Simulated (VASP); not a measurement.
A run of VASP 6.6.1 is set up as follows.

INCAR

```
SYSTEM = TiO2
ALGO     = Normal         ! electronic algorithm
EDIFF    = 1E-7           ! SCF threshold, eV
ENCUT    = 520            ! plane-wave cutoff, eV
GGA      = PE             ! functional
ISIF     = 2              ! what is computed and relaxed
ISMEAR   = 0              ! smearing method
LASPH    = .True.         ! aspherical terms in the spheres
LCHARG   = .True.         ! write CHGCAR
LDAU     = .True.         ! DFT+U
LDAUJ    = 0 0          
LDAUL    = 2 -1           ! shell
LDAUPRINT= 1            
LDAUTYPE = 2            
LDAUU    = 4 0            ! U, eV
LELF     = .True.         ! ELF
LMAXMIX  = 4              ! l up to which the mixer works
LREAL    = .False.        ! projectors in reciprocal space
LVHAR    = .True.       
LWAVE    = .False.        ! write WAVECAR
NBANDS   = 33             ! bands
NELM     = 150            ! most SCF steps
PREC     = Accurate       ! precision mode
SIGMA    = 0.05           ! smearing width, eV
```

File KPOINTS:

```
k-points
0
Gamma
  6 6 10
  0 0 0
```

Contents of POSCAR:

```
TiO2
1.0
    4.6403824120      0.0000000000      0.0000000000
    0.0000000000      4.6403824120      0.0000000000
    0.0000000000      0.0000000000      3.0063836717
Ti O
2 4
Direct
    0.0000000000      0.0000000000     -0.0249469157
    0.5000000000      0.5000000000      0.5249469157
    0.3056475955      0.3056475955      0.0029336918
    0.1943524045      0.8056475955      0.4970663082
    0.6943524045      0.6943524045      0.0029336918
    0.8056475955      0.1943524045      0.4970663082
```

Potentials or basis: VASP PAW PBE potentials, release 64 (Ti_sv, O).

Run with:

```bash
$ cat potpaw_PBE.64/Ti_sv/POTCAR potpaw_PBE.64/O/POTCAR > POTCAR
$ mpirun -np 1 vasp_std > vasp.out
```

Problem. Estimate the largest force.

Solution. 0.473 eV/Å.

Problem. Estimate the pressure.

Solution. 4.6 GPa.

Problem. What does it give for the band gap on the k mesh?

Solution. 2.37 eV (least direct gap 2.38 eV).

Stress tensor (GPa, compression positive):
```
4.25 0.00 0.00
0.00 4.25 0.00
0.00 0.00 5.35
```

Caveat: the cell differs from its parent crystal (atoms displaced along a vibrational mode); the cell stands under pressure. A k mesh can miss the band edges.
